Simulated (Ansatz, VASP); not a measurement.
## CsCd: VASP beside Ansatz

```xyz
2
Lattice="4.6434 0.0000 0.0000 0.0000 4.6434 0.0000 0.0000 0.0000 4.6434" Properties=species:S:1:pos:R:3 pbc="T T T"
Cs    0.0000    0.0000    0.0000
Cd    2.3217    2.3217    2.3217
```

Alike in both runs: functional PBE; k mesh 4 × 4 × 4; occupations gaussian, width 0.1 eV; no spin polarisation.

Ansatz relaxed the structure, and its values are those at the end. VASP's run is a single point on that final structure, the one shown.

|  | VASP | Ansatz |
| --- | --- | --- |
| version | VASP 6.6.1 | Ansatz 0.2.0 |
| potentials or method | VASP PAW PBE potentials, release 64 (Cs_sv, Cd), cutoff 520 eV | scalar-relativistic, plane waves, PAW |
| valence electrons in the cell | 21 | 29 |

```tsv
	VASP	Ansatz	Ansatz less VASP
gap on the k mesh at the Fermi level (eV)	none	none	-
pressure (GPa)	0.4	0.4	-0.01
```

A gap of «none» marks a metal or a gap that the smearing closes. With one functional, cell and mesh, what is left measures potentials, basis and numerics. VASP's potentials hold 21 valence electrons a cell and Ansatz's 29, so a difference there can come from the potentials and not from the codes.

Neither program's run includes spin-orbit coupling.
